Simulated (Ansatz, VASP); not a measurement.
**Two plane-wave programs on P**

```
CELL_PARAMETERS angstrom
-1.15655 1.15655 3.95066
1.15655 -1.15655 3.95066
1.15655 1.15655 -3.95066
ATOMIC_POSITIONS crystal
P 0.00000 0.00000 0.00000
```

Alike in both runs: functional PBE; k mesh 10 × 10 × 10; occupations gaussian, width 0.1 eV; no spin polarisation.

Ansatz relaxed the structure, and its values are those at the end. VASP's run is a single point on that final structure, the one shown.

|  | VASP | Ansatz |
| --- | --- | --- |
| version | VASP 6.6.1 | Ansatz 0.2.0 |
| potentials or method | VASP PAW PBE potentials, release 64 (P), cutoff 520 eV | scalar-relativistic, plane waves, PAW |
| valence electrons in the cell | 5 | 5 |

|  | VASP | Ansatz | Ansatz less VASP |
| --- | --- | --- | --- |
| gap on the k mesh at the Fermi level (eV) | none | none | - |
| pressure (GPa) | 0.0 | 0.2 | +0.18 |

A gap of «none» marks a metal or a gap that the smearing closes.

The k mesh is coarse, so the values compare programs but aren't converged.
